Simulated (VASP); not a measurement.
# SrErAs3 (Pm-3m) in VASP: notebook

SrErAs3 is run at these levels: PBE; tasks: single point, relaxation of cell and atoms.

All numbers are computed with VASP 6.6.1; they aren't measurements. Logs are shortened: lines on timing, memory, paths and dates and some standing lists are left out, and cuts for length are marked.

### 1 The cell of the first run

Symmetry: Pm-3m, No. 221, cubic system. Conventional cell: a = 4.720 Å, b = 4.720 Å, c = 4.720 Å, α = 90.00°, β = 90.00°, γ = 90.00°. Within 4.4 Å of Sr (site symmetry m-3m) lie 12 As at 3.34 Å and 8 Er at 4.09 Å. Within 3.1 Å of Er (site symmetry m-3m) lie 6 As at 2.36 Å. As (site symmetry 4/mmm) has 2 Er at 2.36 Å within 3.1 Å.

The cell was generated, and may not be a known phase.

### 2 Single point, PBE

Contents of INCAR:

```
ALGO     = Normal         # electronic algorithm
EDIFF    = 1E-6           # SCF threshold, eV
ENCUT    = 500            # plane-wave cutoff, eV
GGA      = PE             # functional
GGA_COMPAT= False        
ISIF     = 2              # what is computed and relaxed
ISMEAR   = 0              # smearing method
LASPH    = True           # aspherical terms in the spheres
LCHARG   = False          # write CHGCAR
LMAXMIX  = 6              # l up to which the mixer works
LREAL    = False          # projectors in reciprocal space
LWAVE    = False          # write WAVECAR
NBANDS   = 25             # bands
NELM     = 200            # most SCF steps
PREC     = Accurate       # precision mode
SIGMA    = 0.1            # smearing width, eV
```

Contents of KPOINTS:

```
k-points
0
Gamma
  4 4 4
```

Contents of POSCAR:

```
SrErAs3
1.0
    4.7201819700      0.0000000000      0.0000000000
    0.0000000000      4.7201819700      0.0000000000
    0.0000000000      0.0000000000      4.7201819700
Sr Er As
1 1 3
Direct
    0.0000000000      0.0000000000      0.0000000000
    0.5000000000      0.5000000000      0.5000000000
    0.0000000000      0.5000000000      0.5000000000
    0.5000000000      0.0000000000      0.5000000000
    0.5000000000      0.5000000000      0.0000000000
```

Potentials or basis: VASP PAW PBE potentials, release 64 (Sr_sv, Er_3, As), 4f in core.

The run is started by

```console
$ cat potpaw_PBE.64/Sr_sv/POTCAR potpaw_PBE.64/Er_3/POTCAR potpaw_PBE.64/As/POTCAR > POTCAR
$ mpirun -np 1 vasp_std > vasp.out
```

OUTCAR:

```text
EDIFF = 1E-6
   ENCUT = 500
   GGA = PE
   ISIF = 2
   ISMEAR = 0
   LASPH = True
   LREAL = False
   NELM = 200
   PREC = Accurate

 ion  position               nearest neighbor table
   1  0.000  0.000  0.000-   3 3.34   4 3.34   5 3.34   3 3.34   4 3.34   3 3.34   5 3.34   3 3.34
                             4 3.34   5 3.34   4 3.34   5 3.34   2 4.09   2 4.09   2 4.09   2 4.09
   2  0.500  0.500  0.500-   3 2.36   4 2.36   5 2.36   5 2.36   4 2.36   3 2.36   1 4.09   1 4.09
                             1 4.09   1 4.09   1 4.09   1 4.09   1 4.09   1 4.09
   3  0.000  0.500  0.500-   2 2.36   2 2.36   1 3.34   1 3.34   1 3.34   1 3.34
   4  0.500  0.000  0.500-   2 2.36   2 2.36   1 3.34   1 3.34   1 3.34   1 3.34
   5  0.500  0.500  0.000-   2 2.36   2 2.36   1 3.34   1 3.34   1 3.34   1 3.34

  LATTYP: Found a simple cubic cell.
 ALAT       =     4.7201819700

  Lattice vectors:

 A1 = (   4.7201819700,   0.0000000000,   0.0000000000)
 A2 = (   0.0000000000,   4.7201819700,   0.0000000000)
 A3 = (   0.0000000000,   0.0000000000,   4.7201819700)

Analysis of symmetry for initial positions (statically):
=====================================================================
 Subroutine PRICEL returns:
 Original cell was already a primitive cell.

 Routine SETGRP: Setting up the symmetry group for a
 simple cubic supercell.

 Subroutine GETGRP returns: Found 48 space group operations
 (whereof 48 operations were pure point group operations)
 out of a pool of 48 trial point group operations.

The static configuration has the point symmetry O_h .

Analysis of symmetry for dynamics (positions and initial velocities):
=====================================================================
 Subroutine PRICEL returns:
 Original cell was already a primitive cell.

 Routine SETGRP: Setting up the symmetry group for a
 simple cubic supercell.

 Subroutine GETGRP returns: Found 48 space group operations
 (whereof 48 operations were pure point group operations)
 out of a pool of 48 trial point group operations.

The dynamic configuration has the point symmetry O_h .

 Subroutine INISYM returns: Found 48 space group operations
 (whereof 48 operations are pure point group operations),
 and found     1 'primitive' translations

----------------------------------------------------------------------------------------

                                     Primitive cell

  volume of cell :     105.1662

  direct lattice vectors                    reciprocal lattice vectors
     4.720181970  0.000000000  0.000000000     0.211856239  0.000000000  0.000000000
     0.000000000  4.720181970  0.000000000     0.000000000  0.211856239  0.000000000
     0.000000000  0.000000000  4.720181970     0.000000000  0.000000000  0.211856239

  length of vectors
     4.720181970  4.720181970  4.720181970     0.211856239  0.211856239  0.211856239

  position of ions in fractional coordinates (direct lattice)
     0.000000000  0.000000000  0.000000000
     0.500000000  0.500000000  0.500000000
     0.000000000  0.500000000  0.500000000
     0.500000000  0.000000000  0.500000000
     0.500000000  0.500000000  0.000000000

  ion indices of the primitive-cell ions
   primitive index   ion index
                 1           1
                 2           2
                 3           3
                 4           4
                 5           5

----------------------------------------------------------------------------------------

 KPOINTS: k-points

Automatic generation of k-mesh.
 Grid dimensions read from file:
 generate k-points for:    4    4    4

 Generating k-lattice:

  Cartesian coordinates                     Fractional coordinates (reciprocal lattice)
     0.052964060  0.000000000  0.000000000     0.250000000  0.000000000  0.000000000
     0.000000000  0.052964060  0.000000000     0.000000000  0.250000000  0.000000000
     0.000000000  0.000000000  0.052964060     0.000000000  0.000000000  0.250000000

  Length of vectors
     0.052964060  0.052964060  0.052964060

  Shift w.r.t. Gamma in fractional coordinates (k-lattice)
     0.000000000  0.000000000  0.000000000

 Subroutine IBZKPT returns following result:
 ===========================================

 Found     10 irreducible k-points:

 Following reciprocal coordinates:
            Coordinates               Weight
  0.000000  0.000000  0.000000      1.000000
  0.250000  0.000000  0.000000      6.000000
  0.500000  0.000000  0.000000      3.000000
  0.250000  0.250000  0.000000     12.000000
  0.500000  0.250000  0.000000     12.000000
  0.500000  0.500000  0.000000      3.000000
  0.250000  0.250000  0.250000      8.000000
  0.500000  0.250000  0.250000     12.000000
  0.500000  0.500000  0.250000      6.000000
  0.500000  0.500000  0.500000      1.000000
   k-points           NKPTS =     10   k-points in BZ     NKDIM =     10   number of bands    NBANDS=     25
   number of dos      NEDOS =    301   number of ions     NIONS =      5
   total plane-waves  NPLWV =  46656
   dimension x,y,z NGX =    36 NGY =   36 NGZ =   36
   dimension x,y,z NGXF=    72 NGYF=   72 NGZF=   72
   ions per type =               1   1   3
   NGX,Y,Z   is equivalent  to a cutoff of  12.68, 12.68, 12.68 a.u.
   NGXF,Y,Z  is equivalent  to a cutoff of  25.36, 25.36, 25.36 a.u.
 SYSTEM =  unknown system
   PREC   = accura    normal or accurate (medium, high low for compatibility)
   ISTART =      0    job   : 0-new  1-cont  2-samecut
   ICHARG =      2    charge: 1-file 2-atom 10-const
   ISPIN  =      1    spin polarized calculation?
   LNONCOLLINEAR =      F non collinear calculations
   LSORBIT =      F    spin-orbit coupling
   LASPH  =      T    aspherical Exc in radial PAW
   ENCUT  =  500.0 eV  36.75 Ry    6.06 a.u.   8.61  8.61  8.61*2*pi/ulx,y,z
   NELM   =    200;   NELMIN=  2; NELMDL= -5     # of ELM steps
   EDIFF  = 0.1E-05   stopping-criterion for ELM
   LREAL  =      F    real-space projection
   EDIFFG = 0.1E-04   stopping-criterion for IOM
   NSW    =      0    number of steps for IOM
   IBRION =     -1    ionic relax: 0-MD 1-quasi-New 2-CG
   NFREE  =      0    steps in history (QN), initial steepest desc. (CG)
   ISIF   =      2    stress and relaxation
   ISYM   =      2    0-nonsym 1-usesym 2-fastsym
   POTIM  = 0.5000    time-step for ionic-motion
   TEBEG  =    0.0;   TEEND  =   0.0 temperature during run
   PSTRESS=    0.0 pullay stress
   NELECT =      34.0000    total number of electrons
   NUPDOWN=      -1.0000    fix difference up-down
   EMIN   =  10.00;   EMAX   =-10.00  energy-range for DOS
   EFERMI =   0.00;   METHOD = LEGACY
   ISMEAR =     0;   SIGMA  =   0.10  broadening in eV -4-tet -1-fermi 0-gaus
   EFERMI_NEDOS =   21; number of points for ismear=-14 and -15
   IALGO  =     38    algorithm
   IMIX   =      4    mixing-type and parameters
     AMIX     =   0.40;   BMIX     =  1.00
     AMIX_MAG =   1.60;   BMIX_MAG =  1.00
  volume/ion in A,a.u.               =      21.03       141.94
  Fermi-wavevector in a.u.,A,eV,Ry     =   1.123593  2.123283 17.176831  1.262461
  Thomas-Fermi vector in A             =   2.260260
   LORBIT       =      0    0 simple, 1 ext, 2 COOP (PROOUT), +10 PAW based schemes
   GGA     = PE    functional components
   LHFCALC =     F    Hartree Fock is set to
   AEXX    =    0.0000 exact exchange contribution
   IVDW    =     0    specifies the selected vdW correction
   LEPSILON=     F    determine dielectric tensor
   LRPA    =     F    only Hartree local field effects (RPA)
 non-spin polarized calculation
 Gauss-broadening in eV      SIGMA  =   0.10
  energy-cutoff  :      500.00
  volume of cell :      105.17
 maximum number of plane-waves:      2721
 NGX is ok and might be reduce to    36
   NGX = 17   NGY = 17   NGZ = 17

 number of electron      33.9999994 magnetization

 Free energy of the ion-electron system (eV)
  ---------------------------------------------------
  ext. energy  EPLUGINS =         0.00000000
  ---------------------------------------------------
  free energy    TOTEN  =       -18.23907315 eV

  energy without entropy =      -18.21504688  energy(sigma->0) =      -18.22706002

 E-fermi :   5.4407     XC(G=0): -10.4253

 val. band max:        5.3655252888   @ k =   0.5000   0.2500   0.0000
 cond. band min:       5.4558770997   @ k =   0.5000   0.5000   0.0000
 fundamental gap:      0.0903518110
 Fermi energy:         5.4406575821

 k-point     1 :       0.0000    0.0000    0.0000
  band No.  band energies     occupation
      1     -30.1214      2.00000
      2     -18.4331      2.00000
      3     -18.4331      2.00000
      4     -18.4331      2.00000
      5     -12.1687      2.00000
      6     -12.1687      2.00000
[... 17 lines left out ...]
     24       7.6237      0.00000
     25       8.0521      0.00000

 k-point     2 :       0.2500    0.0000    0.0000
  band No.  band energies     occupation
      1     -30.1207      2.00000
      2     -18.4729      2.00000
      3     -18.4292      2.00000
      4     -18.4292      2.00000
      5     -12.2233      2.00000
      6     -12.1655      2.00000
[... 17 lines left out ...]
     24       9.0903      0.00000
     25       9.2725      0.00000

 k-point     3 :       0.5000    0.0000    0.0000
  band No.  band energies     occupation
      1     -30.1199      2.00000
      2     -18.5117      2.00000
      3     -18.4252      2.00000
      4     -18.4252      2.00000
      5     -12.2756      2.00000
      6     -12.1623      2.00000
[... 160 lines left out ...]
 k-point     9 :       0.5000    0.5000    0.2500
  band No.  band energies     occupation
      1     -30.1175      2.00000
      2     -18.5002      2.00000
      3     -18.5002      2.00000
      4     -18.4568      2.00000
      5     -12.2239      2.00000
      6     -12.2239      2.00000
[... 17 lines left out ...]
     24      10.4214      0.00000
     25      10.7445      0.00000

 k-point    10 :       0.5000    0.5000    0.5000
  band No.  band energies     occupation
      1     -30.1167      2.00000
      2     -18.4952      2.00000
      3     -18.4952      2.00000
      4     -18.4952      2.00000
      5     -12.2185      2.00000
      6     -12.2185      2.00000
[... 17 lines left out ...]
     24      10.1299      0.00000
     25      10.2397      0.00000

------------------------ aborting loop because EDIFF is reached ----------------------------------------

  FORCE on cell =-STRESS in cart. coord.  units (eV):
  Direction    XX          YY          ZZ          XY          YZ          ZX
  --------------------------------------------------------------------------------------
  -------------------------------------------------------------------------------------
  Total       23.4246154     23.4246154     23.4246154      0.0000000      0.0000000     -0.0000000
  in kB      356.8673591    356.8673591    356.8673591      0.0000000      0.0000000     -0.0000000
  external PRESSURE =     356.8673591 kB  Pullay stress =       0.0000000 kB

 VOLUME and BASIS-vectors are now :
 -----------------------------------------------------------------------------
  energy-cutoff  :      500.00
  volume of cell :      105.17
      direct lattice vectors                 reciprocal lattice vectors
     4.720181970  0.000000000  0.000000000     0.211856239  0.000000000  0.000000000
     0.000000000  4.720181970  0.000000000     0.000000000  0.211856239  0.000000000
     0.000000000  0.000000000  4.720181970     0.000000000  0.000000000  0.211856239

 POSITION                                       TOTAL-FORCE (eV/Angst)
 -----------------------------------------------------------------------------------
      0.00000      0.00000      0.00000         0.000000      0.000000      0.000000
      2.36009      2.36009      2.36009         0.000000      0.000000      0.000000
      0.00000      2.36009      2.36009         0.000000      0.000000      0.000000
      2.36009      0.00000      2.36009         0.000000      0.000000      0.000000
      2.36009      2.36009      0.00000         0.000000      0.000000      0.000000
 -----------------------------------------------------------------------------------
    total drift:                                0.000000      0.000000      0.000000

  FREE ENERGIE OF THE ION-ELECTRON SYSTEM (eV)
  ---------------------------------------------------
  free  energy   TOTEN  =       -18.2390731507 eV

  energy  without entropy=      -18.2150468817  energy(sigma->0) =      -18.22706002
```

Run time: 32 s. Hardware: 1 thread of AMD EPYC 7R13 (Zen 3), shared host; peak memory 0.18 GiB.

What came out:

| Quantity | Value |
| --- | --- |
| Free energy | -18.2391 eV |
| Pressure | 35.7 GPa |
| Band gap on the k mesh | zero (bands 17 and 18 overlap by 1.84 eV) |

Levels at points of the mesh, in eV from the Fermi level:
```csv
k point,band 15,band 16,band 17,band 18,band 19,band 20
"(0.00, 0.00, 0.00)",-0.71,-0.71,0.40,0.40,0.40,1.83
"(0.50, 0.00, 0.00)",-2.74,-2.59,-2.43,0.94,1.50,1.50
"(0.50, 0.50, 0.00)",-3.20,-1.82,-1.82,0.02,1.36,3.26
"(0.50, 0.50, 0.50)",-3.15,-3.15,1.77,1.82,1.82,1.82
```

Caveat: the cell stands under pressure; spin-orbit coupling is left out, which moves the levels of the heavy elements; the 4f electrons are frozen in the core, so they carry no moment and show no levels.

### 3 Single point, PBE

This run uses another cell than the first one, of 30.83 Å³/atom.

Contents of INCAR:

```
SYSTEM = SrErAs3
PREC = Accurate
ENCUT = 500
EDIFF = 1E-6
ISMEAR = 0
SIGMA = 0.1
LREAL = .False.
LASPH = .True.
NELM = 200
ALGO = Normal
ISIF = 2
LWAVE = .False.
LCHARG = .True.
GGA = PE
LELF = .True.
LVHAR = .True.
NBANDS = 25
GGA_COMPAT = .False.
LMAXMIX = 6
```

Contents of KPOINTS:

```
regular mesh
0
Gamma
  4 4 4
  0 0 0
```

POSCAR, as its differences from that of step 2:

```diff
@@ -2,5 +2,5 @@
 1.0
-    4.7201819700      0.0000000000      0.0000000000
-    0.0000000000      4.7201819700      0.0000000000
-    0.0000000000      0.0000000000      4.7201819700
+    5.3620458691      0.0000000000      0.0000000000
+    0.0000000000      5.3620458691      0.0000000000
+    0.0000000000      0.0000000000      5.3620458691
 Sr Er As
```

Potentials or basis: VASP PAW PBE potentials, release 64 (Sr_sv, Er_3, As), 4f in core.

The run is started by

```console
$ cat potpaw_PBE.64/Sr_sv/POTCAR potpaw_PBE.64/Er_3/POTCAR potpaw_PBE.64/As/POTCAR > POTCAR
$ mpirun -np 1 vasp_std > vasp.out
```

OUTCAR:

```text
SYSTEM = SrErAs3
   PREC = Accurate
   ENCUT = 500
   EDIFF = 1E-6
   ISMEAR = 0
   LREAL = .False.
   LASPH = .True.
   NELM = 200
   ISIF = 2
   GGA = PE

 ion  position               nearest neighbor table
   1  0.000  0.000  0.000-   3 3.79   4 3.79   5 3.79   3 3.79   4 3.79   3 3.79   5 3.79   3 3.79
                             4 3.79   5 3.79   4 3.79   5 3.79
   2  0.500  0.500  0.500-   3 2.68   4 2.68   5 2.68   5 2.68   4 2.68   3 2.68
   3  0.000  0.500  0.500-   2 2.68   2 2.68   1 3.79   1 3.79   1 3.79   1 3.79
   4  0.500  0.000  0.500-   2 2.68   2 2.68   1 3.79   1 3.79   1 3.79   1 3.79
   5  0.500  0.500  0.000-   2 2.68   2 2.68   1 3.79   1 3.79   1 3.79   1 3.79

[... 467 lines left out ...]
  -------------------------------------------------------------------------------------
  Total        0.3339379      0.3339379      0.3339379      0.0000000      0.0000000     -0.0000000
  in kB        3.4704416      3.4704416      3.4704416      0.0000000      0.0000000     -0.0000000
  external PRESSURE =       3.4704416 kB  Pullay stress =       0.0000000 kB

 VOLUME and BASIS-vectors are now :
 -----------------------------------------------------------------------------
  energy-cutoff  :      500.00
  volume of cell :      154.17
      direct lattice vectors                 reciprocal lattice vectors
     5.362045869  0.000000000  0.000000000     0.186495980  0.000000000  0.000000000
     0.000000000  5.362045869  0.000000000     0.000000000  0.186495980  0.000000000
     0.000000000  0.000000000  5.362045869     0.000000000  0.000000000  0.186495980

 POSITION                                       TOTAL-FORCE (eV/Angst)
 -----------------------------------------------------------------------------------
      0.00000      0.00000      0.00000         0.000000      0.000000      0.000000
      2.68102      2.68102      2.68102         0.000000      0.000000      0.000000
      0.00000      2.68102      2.68102         0.000000      0.000000      0.000000
      2.68102      0.00000      2.68102         0.000000      0.000000      0.000000
      2.68102      2.68102      0.00000         0.000000      0.000000      0.000000
 -----------------------------------------------------------------------------------
    total drift:                                0.000000      0.000000     -0.000000

  FREE ENERGIE OF THE ION-ELECTRON SYSTEM (eV)
  ---------------------------------------------------
  free  energy   TOTEN  =       -22.3468114342 eV

  energy  without entropy=      -22.3274600430  energy(sigma->0) =      -22.33713574
```

It took 41 s on 1 thread of AMD EPYC 7R13 (Zen 3), shared host; peak memory 0.22 GiB.

Results:

```
Free energy            : -22.3468 eV
Pressure               : 0.3 GPa
Band gap on the k mesh : zero (bands 17 and 18 overlap by 1.87 eV)
```

Caveat: spin-orbit coupling is left out, which moves the levels of the heavy elements; the 4f electrons are frozen in the core, so they carry no moment and show no levels.

(Part 1 of 2 ends here.)

The gap in the log of VASP goes by the Fermi energy; the results here count the filled bands.